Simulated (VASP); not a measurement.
# InP (I-4m2) in VASP: notebook

InP is run at these levels: PBE; tasks: single point.

Program: VASP 6.6.1. These are calculated values, not measurements. Logs are shortened: lines on timing, memory, paths and dates and some standing lists are left out, and cuts for length are marked.

### Step 1. The cell of the first run

The structure is tetragonal, space group I-4m2 (No. 119). Conventional cell: a = 4.731 Å, b = 4.731 Å, c = 4.730 Å, α = 90.00°, β = 90.00°, γ = 90.00°. Within 3.5 Å of In (site symmetry -4m2) lie 4 P at 2.64 Å. P (site symmetry -4m2) has 4 In at 2.64 Å within 3.5 Å.

### Step 2. Single point, PBE

The input, INCAR:

```
SYSTEM = InP
PREC = Accurate
ENCUT = 520
EDIFF = 1E-6
ISMEAR = 0
SIGMA = 0.05
LREAL = .False.
LASPH = .True.
NELM = 100
ALGO = Normal
ISIF = 2
LWAVE = .False.
LCHARG = .True.
GGA = PE
LELF = .True.
LVHAR = .True.
NBANDS = 16
```

The input, KPOINTS:

```
Automatic mesh
0
Gamma
  12 12 12
  0 0 0
```

The input, POSCAR:

```
InP
1.0
    0.0000000000      3.3451436947      2.3650165921
    3.3451436947      0.0000000000      2.3650165921
    3.3451436947      3.3451436947      0.0000000000
In P
1 1
Direct
    0.0000000000      0.0000000000      0.0000000000
    0.7500000000      0.7500000000      0.7500000000
```

Potentials or basis: VASP PAW PBE potentials, release 64 (In_d, P).

The run is started by

```
$ cat potpaw_PBE.64/In_d/POTCAR potpaw_PBE.64/P/POTCAR > POTCAR
$ mpirun -np 1 vasp_std > vasp.out
```

OUTCAR:

```text
SYSTEM = InP
   PREC = Accurate
   ENCUT = 520
   EDIFF = 1E-6
   ISMEAR = 0
   LREAL = .False.
   LASPH = .True.
   NELM = 100
   ISIF = 2
   GGA = PE

 ion  position               nearest neighbor table
   1  0.000  0.000  0.000-   2 2.64   2 2.64   2 2.64   2 2.64
   2  0.750  0.750  0.750-   1 2.64   1 2.64   1 2.64   1 2.64

  LATTYP: Found a body centered tetragonal cell.
 ALAT       =     4.7307475811
 C/A-ratio  =     0.9998489886

  Lattice vectors:

 A1 = (   0.0000000000,  -3.3451436947,  -2.3650165921)
 A2 = (   0.0000000000,   3.3451436947,  -2.3650165921)
 A3 = (   3.3451436947,   0.0000000000,   2.3650165921)

Analysis of symmetry for initial positions (statically):
=====================================================================
 Subroutine PRICEL returns:
 Original cell was already a primitive cell.

 Routine SETGRP: Setting up the symmetry group for a
 body centered tetragonal supercell.

 Subroutine GETGRP returns: Found  8 space group operations
 (whereof  8 operations were pure point group operations)
 out of a pool of 16 trial point group operations.

The static configuration has the point symmetry D_2d.

Analysis of symmetry for dynamics (positions and initial velocities):
=====================================================================
 Subroutine PRICEL returns:
 Original cell was already a primitive cell.

 Routine SETGRP: Setting up the symmetry group for a
 body centered tetragonal supercell.

 Subroutine GETGRP returns: Found  8 space group operations
 (whereof  8 operations were pure point group operations)
 out of a pool of 16 trial point group operations.

The dynamic configuration has the point symmetry D_2d.

 Subroutine INISYM returns: Found  8 space group operations
 (whereof  8 operations are pure point group operations),
 and found     1 'primitive' translations

----------------------------------------------------------------------------------------

                                     Primitive cell

  volume of cell :      52.9290

  direct lattice vectors                    reciprocal lattice vectors
     0.000000000  3.345143695  2.365016592    -0.149470410  0.149470410  0.211415007
     3.345143695  0.000000000  2.365016592     0.149470410 -0.149470410  0.211415007
     3.345143695  3.345143695  0.000000000     0.149470410  0.149470410 -0.211415007

  length of vectors
     4.096741366  4.096741366  4.730747581     0.298963396  0.298963396  0.298963396

  position of ions in fractional coordinates (direct lattice)
     0.000000000  0.000000000  0.000000000
     0.750000000  0.750000000  0.750000000

  ion indices of the primitive-cell ions
   primitive index   ion index
                 1           1
                 2           2

----------------------------------------------------------------------------------------

 KPOINTS: Automatic mesh

Automatic generation of k-mesh.
 Grid dimensions read from file:
 generate k-points for:   12   12   12

 Generating k-lattice:

  Cartesian coordinates                     Fractional coordinates (reciprocal lattice)
    -0.012455868  0.012455868  0.017617917     0.083333333  0.000000000  0.000000000
     0.012455868 -0.012455868  0.017617917     0.000000000  0.083333333  0.000000000
     0.012455868  0.012455868 -0.017617917     0.000000000  0.000000000  0.083333333

  Length of vectors
     0.024913616  0.024913616  0.024913616

  Shift w.r.t. Gamma in fractional coordinates (k-lattice)
     0.000000000  0.000000000  0.000000000

 Subroutine IBZKPT returns following result:
 ===========================================

 Found    163 irreducible k-points:

 Following reciprocal coordinates:
            Coordinates               Weight
  0.000000  0.000000  0.000000      1.000000
  0.083333 -0.000000  0.000000      8.000000
  0.166667 -0.000000  0.000000      8.000000
  0.250000 -0.000000  0.000000      8.000000
  0.333333 -0.000000  0.000000      8.000000
  0.416667  0.000000  0.000000      8.000000
[... 16 lines left out ...]
  0.500000  0.166667  0.000000      8.000000
 -0.416667  0.166667  0.000000      8.000000
 [... further k-points ...]
   k-points           NKPTS =    163   k-points in BZ     NKDIM =    163   number of bands    NBANDS=     16
   number of dos      NEDOS =    301   number of ions     NIONS =      2
   total plane-waves  NPLWV =  32400
   dimension x,y,z NGX =    30 NGY =   30 NGZ =   36
   dimension x,y,z NGXF=    60 NGYF=   60 NGZF=   72
   ions per type =               1   1
   NGX,Y,Z   is equivalent  to a cutoff of  12.17, 12.17, 12.65 a.u.
   NGXF,Y,Z  is equivalent  to a cutoff of  24.35, 24.35, 25.30 a.u.
 SYSTEM =  InP
   PREC   = accura    normal or accurate (medium, high low for compatibility)
   ISTART =      0    job   : 0-new  1-cont  2-samecut
   ICHARG =      2    charge: 1-file 2-atom 10-const
   ISPIN  =      1    spin polarized calculation?
   LNONCOLLINEAR =      F non collinear calculations
   LSORBIT =      F    spin-orbit coupling
   LASPH  =      T    aspherical Exc in radial PAW
   ENCUT  =  520.0 eV  38.22 Ry    6.18 a.u.   7.62  7.62  8.80*2*pi/ulx,y,z
   NELM   =    100;   NELMIN=  2; NELMDL= -5     # of ELM steps
   EDIFF  = 0.1E-05   stopping-criterion for ELM
   LREAL  =      F    real-space projection
   EDIFFG = 0.1E-04   stopping-criterion for IOM
   NSW    =      0    number of steps for IOM
   IBRION =     -1    ionic relax: 0-MD 1-quasi-New 2-CG
   NFREE  =      0    steps in history (QN), initial steepest desc. (CG)
   ISIF   =      2    stress and relaxation
   ISYM   =      2    0-nonsym 1-usesym 2-fastsym
   POTIM  = 0.5000    time-step for ionic-motion
   TEBEG  =    0.0;   TEEND  =   0.0 temperature during run
   PSTRESS=    0.0 pullay stress
   NELECT =      18.0000    total number of electrons
   NUPDOWN=      -1.0000    fix difference up-down
   EMIN   =  10.00;   EMAX   =-10.00  energy-range for DOS
   EFERMI =   0.00;   METHOD = LEGACY
   ISMEAR =     0;   SIGMA  =   0.05  broadening in eV -4-tet -1-fermi 0-gaus
   EFERMI_NEDOS =   21; number of points for ismear=-14 and -15
   IALGO  =     38    algorithm
   IMIX   =      4    mixing-type and parameters
     AMIX     =   0.40;   BMIX     =  1.00
     AMIX_MAG =   1.60;   BMIX_MAG =  1.00
  volume/ion in A,a.u.               =      26.46       178.59
  Fermi-wavevector in a.u.,A,eV,Ry     =   1.142706  2.159401 17.766167  1.305776
  Thomas-Fermi vector in A             =   2.279403
   LORBIT       =      0    0 simple, 1 ext, 2 COOP (PROOUT), +10 PAW based schemes
   GGA     = PE    functional components
   LHFCALC =     F    Hartree Fock is set to
   AEXX    =    0.0000 exact exchange contribution
   IVDW    =     0    specifies the selected vdW correction
   LEPSILON=     F    determine dielectric tensor
   LRPA    =     F    only Hartree local field effects (RPA)
 non-spin polarized calculation
 Gauss-broadening in eV      SIGMA  =   0.05
  energy-cutoff  :      520.00
  volume of cell :       52.93
 maximum number of plane-waves:      1464
   NGX = 15   NGY = 15   NGZ = 17

 number of electron      18.0000002 magnetization

 Free energy of the ion-electron system (eV)
  ---------------------------------------------------
  ext. energy  EPLUGINS =         0.00000000
  ---------------------------------------------------
  free energy    TOTEN  =        -8.05275855 eV

  energy without entropy =       -8.05268053  energy(sigma->0) =       -8.05271954

 E-fermi :   5.0364     XC(G=0):  -9.1821

 val. band max:        5.0173028491   @ k =   0.3333   0.3333   0.0000
 cond. band min:       5.0881293805   @ k =   0.4167   0.3333   0.0000
 fundamental gap:      0.0708265315
 Fermi energy:         5.0363629660

 k-point     1 :       0.0000    0.0000    0.0000
  band No.  band energies     occupation
      1      -9.5048      2.00000
      2      -9.5048      2.00000
      3      -9.4465      2.00000
      4      -9.4081      2.00000
      5      -9.3630      2.00000
      6      -6.3093      2.00000
[... 8 lines left out ...]
     15      12.6352      0.00000
     16      14.0962      0.00000

 k-point     2 :       0.0833   -0.0000    0.0000
  band No.  band energies     occupation
      1      -9.5063      2.00000
      2      -9.5026      2.00000
      3      -9.4463      2.00000
      4      -9.4108      2.00000
      5      -9.3610      2.00000
      6      -6.2365      2.00000
[... 8 lines left out ...]
     15      12.6995      0.00000
     16      14.0641      0.00000

 k-point     3 :       0.1667   -0.0000    0.0000
  band No.  band energies     occupation
      1      -9.5126      2.00000
      2      -9.4973      2.00000
      3      -9.4454      2.00000
      4      -9.4165      2.00000
      5      -9.3545      2.00000
      6      -6.0239      2.00000
[... 8 lines left out ...]
     15      12.6638      0.00000
     16      14.8244      0.00000

 k-point     4 :       0.2500   -0.0000    0.0000
  band No.  band energies     occupation
      1      -9.5258      2.00000
      2      -9.4919      2.00000
      3      -9.4432      2.00000
      4      -9.4207      2.00000
      5      -9.3438      2.00000
      6      -5.6924      2.00000
[... 8 lines left out ...]
     15      12.9786      0.00000
     16      15.6147      0.00000
[... 324 lines left out ...]
 k-point    22 :       0.4167    0.1667    0.0000
  band No.  band energies     occupation
      1      -9.5536      2.00000
      2      -9.4706      2.00000
      3      -9.4498      2.00000
      4      -9.4433      2.00000
      5      -9.3155      2.00000
      6      -4.7316      2.00000
[... 8 lines left out ...]
     15      15.1669      0.00000
     16      16.4289      0.00000

 k-point    23 :       0.5000    0.1667    0.0000
  band No.  band energies     occupation
      1      -9.5619      2.00000
      2      -9.4686      2.00000
      3      -9.4505      2.00000
      4      -9.4343      2.00000
      5      -9.3129      2.00000
      6      -4.5427      2.00000
[... 8 lines left out ...]
     15      16.1300      0.00000
     16      16.2023      0.00000

 k-point    24 :      -0.4167    0.1667    0.0000
  band No.  band energies     occupation
      1      -9.5592      2.00000
      2      -9.4684      2.00000
      3      -9.4508      2.00000
      4      -9.4269      2.00000
      5      -9.3182      2.00000
      6      -4.6518      2.00000
[... 8 lines left out ...]
     15      15.0150      0.00000
     16      15.3394      0.00000

 [... further k-points ...]

------------------------ aborting loop because EDIFF is reached ----------------------------------------

  FORCE on cell =-STRESS in cart. coord.  units (eV):
  Direction    XX          YY          ZZ          XY          YZ          ZX
  --------------------------------------------------------------------------------------
  -------------------------------------------------------------------------------------
  Total       -1.6698972     -1.6698972      0.8673920      0.0000000      0.0000000     -0.0000000
  in kB      -50.5483012    -50.5483012     26.2562217      0.0000000      0.0000000     -0.0000000
  external PRESSURE =     -24.9467936 kB  Pullay stress =       0.0000000 kB

 VOLUME and BASIS-vectors are now :
 -----------------------------------------------------------------------------
  energy-cutoff  :      520.00
  volume of cell :       52.93
      direct lattice vectors                 reciprocal lattice vectors
     0.000000000  3.345143695  2.365016592    -0.149470410  0.149470410  0.211415007
     3.345143695  0.000000000  2.365016592     0.149470410 -0.149470410  0.211415007
     3.345143695  3.345143695  0.000000000     0.149470410  0.149470410 -0.211415007

 POSITION                                       TOTAL-FORCE (eV/Angst)
 -----------------------------------------------------------------------------------
      0.00000      0.00000      0.00000        -0.000000     -0.000000     -0.000000
      5.01772      5.01772      3.54752         0.000000      0.000000      0.000000
 -----------------------------------------------------------------------------------
    total drift:                               -0.000002     -0.000002     -0.000004

  FREE ENERGIE OF THE ION-ELECTRON SYSTEM (eV)
  ---------------------------------------------------
  free  energy   TOTEN  =        -8.0527585520 eV

  energy  without entropy=       -8.0526805253  energy(sigma->0) =       -8.05271954
```

It took 3.2 min on 1 thread of Intel Xeon 8259CL, shared host; peak memory 0.28 GiB.

Results:

```
Free energy            : -8.0528 eV
Pressure               : -2.5 GPa
Band gap on the k mesh : zero (bands 9 and 10 overlap by 0.21 eV)
```

Caveat: semilocal functionals underestimate gaps, so a narrow gap can read as zero; spin-orbit coupling is left out, which moves the levels of the heavy elements.

### Step 3. Single point, PBE

This run uses another cell than the first one, of the same volume but with other edges.

The input, INCAR:

```
PREC = Accurate
ENCUT = 520
EDIFF = 1E-7
ISMEAR = 0
SIGMA = 0.05
LREAL = F
LASPH = T
NELM = 60
ALGO = Normal
ISIF = 2
LWAVE = F
LCHARG = T
GGA = PE
LELF = T
LVHAR = T
NBANDS = 16
```

The input, KPOINTS:

```
Automatic mesh
0
Gamma
  12 12 12
```

The input, POSCAR:

```
InP
1.0
    0.0000000000      2.6550423100      3.7542298263
    2.6550423100      0.0000000000      3.7542298263
    2.6550423100      2.6550423100      0.0000000000
In P
1 1
Direct
    0.0000000000      0.0000000000      0.0000000000
    0.7500000000      0.7500000000      0.7500000000
```

Potentials or basis: VASP PAW PBE potentials, release 64 (In_d, P).

The run is started by

```
$ cat potpaw_PBE.64/In_d/POTCAR potpaw_PBE.64/P/POTCAR > POTCAR
$ mpirun -np 1 vasp_std > vasp.out
```

Wall time 3.1 min (1 thread of Intel Xeon 8259CL, shared host); peak memory 0.28 GiB.

Results (log left out):

* Free energy: -7.6636 eV
* Pressure: -1.2 GPa
* Band gap on the k mesh: zero (bands 9 and 10 overlap by 0.25 eV)

Stress tensor (GPa, compression positive):
```
  5.26   0.00   0.00
  0.00   5.26   0.00
  0.00   0.00 -13.98
```

Levels at points of the mesh, in eV from the Fermi level:
```csv
k point,band 6,band 7,band 8,band 9,band 10,band 11,band 12,band 13
"(0.00, 0.00, 0.00)",-11.63,-2.23,-1.31,0.10,0.10,3.87,3.87,4.42
"(0.50, 0.00, 0.00)",-10.08,-5.94,-2.58,-0.59,-0.12,4.73,5.57,5.94
"(0.50, 0.50, 0.00)",-10.27,-7.31,-1.23,-1.23,2.80,3.50,5.98,8.26
"(0.50, 0.00, 0.50)",-9.18,-5.20,-3.03,-2.99,0.71,0.73,5.69,6.35
```

Caveat: semilocal functionals underestimate gaps, so a narrow gap can read as zero; spin-orbit coupling is left out, which moves the levels of the heavy elements.

### Step 4. Single point, PBE

This run uses another cell than the first one, of the same volume but with other edges.

The input, INCAR:

```
SYSTEM = InP
PREC = Accurate
ENCUT = 520
EDIFF = 1E-6
ISMEAR = 0
SIGMA = 0.05
LREAL = .False.
LASPH = .True.
NELM = 60
ALGO = Normal
ISIF = 2
LWAVE = .False.
LCHARG = .False.
GGA = PE
NBANDS = 16
```

The input, KPOINTS:

```
Automatic mesh
0
Gamma
  12 12 12
  0 0 0
```

The input, POSCAR:

```
InP
1.0
    0.0000000000      3.1459243445      2.6740356928
    3.1459243445      0.0000000000      2.6740356928
    3.1459243445      3.1459243445      0.0000000000
In P
1 1
Direct
    0.0000000000      0.0000000000      0.0000000000
    0.7500000000      0.7500000000      0.7500000000
```

The run is started by

```
$ cat potpaw_PBE.64/In_d/POTCAR potpaw_PBE.64/P/POTCAR > POTCAR
$ mpirun -np 1 vasp_std > vasp.out
```

Run time: 2.7 min. Hardware: 1 thread of Intel Xeon 8259CL, shared host; peak memory 0.28 GiB.

Results (log left out):

```yaml
Free_energy: -8.3116 eV
Pressure: -0.6 GPa
Band_gap_on_the_k_mesh: 0.04 eV
```

Stress tensor (GPa, compression positive):
```
-2.23  0.00  0.00
 0.00 -2.23  0.00
 0.00  0.00  2.60
```

Levels at points of the mesh, in eV from the valence-band top:
| k point | band 6 | band 7 | band 8 | band 9 | band 10 | band 11 | band 12 | band 13 |
| --- | --- | --- | --- | --- | --- | --- | --- | --- |
| (0.00, 0.00, 0.00) | -11.45 | -0.53 | -0.53 | 0.00 | 0.04 | 3.75 | 4.00 | 4.00 |
| (0.50, 0.00, 0.00) | -9.90 | -5.74 | -1.64 | -0.79 | 0.78 | 4.01 | 5.29 | 6.84 |
| (0.50, 0.50, 0.00) | -9.01 | -5.19 | -2.98 | -2.98 | 1.03 | 1.12 | 8.83 | 8.83 |
| (0.50, 0.00, 0.50) | -9.48 | -6.11 | -2.13 | -2.05 | 1.84 | 2.46 | 7.89 | 7.92 |

Caveat: spin-orbit coupling is left out, which moves the levels of the heavy elements.

(Continued in part 2 of 2.)
